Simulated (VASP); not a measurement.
Wanted: the native input for a VASP 6.6.1 run.

| Quantity | Value |
| --- | --- |
| Task | single point |
| Functional | LDA |
| Potentials or basis | VASP PAW LDA potentials, release 64 (Mg, S) |
| Cutoff | 520 eV |
| k mesh | 8 × 8 × 8 |
| Occupations | fermi-dirac, width 0.01 eV |
| Spin | no spin polarisation |
| Dipole correction | no |
| Further INCAR settings | ALGO = Normal; EDIFF = 1e-07; NBANDS = 11 |

The structure of MgS lies in POSCAR:

```
MgS
1.0
    0.0000000000      2.6016500000      2.5496170000
    2.6016500000      0.0000000000      2.5496170000
    2.6016500000      2.6016500000      0.0000000000
Mg S
1 1
Direct
    0.0000000000      0.0000000000      0.0000000000
    0.5000000000      0.5000000000      0.5000000000
```

This cell differs from its parent crystal: zz strain of -2 %.

These files were run (other wordings do the same):

INCAR

```
SYSTEM = MgS
  PREC = Accurate
  ENCUT = 520
  EDIFF = 1E-7
  ISMEAR = -1
  SIGMA = 0.01
  LREAL = .FALSE.
  LASPH = .TRUE.
  NELM = 100
  ALGO = Normal
  ISIF = 2
  LWAVE = .FALSE.
  LCHARG = .FALSE.
  NBANDS = 11
```

KPOINTS

```
regular mesh
0
G
  8 8 8
  0 0 0
```

Potentials or basis: VASP PAW LDA potentials, release 64 (Mg, S).

Launch:

```sh
$ cat potpaw_LDA.64/Mg/POTCAR potpaw_LDA.64/S/POTCAR > POTCAR
$ mpirun -np 1 vasp_std > vasp.out
```

Results of the run:

```yaml
Pressure: -2.3 GPa
Band_gap_on_the_k_mesh: 2.50 eV, indirect (least direct gap 3.62 eV)
```

Caveat: the cell differs from its parent crystal (zz strain of -2 %).

It took 25 s on 1 thread of Intel Xeon 8259CL, on a shared host, peak memory 0.15 GiB.
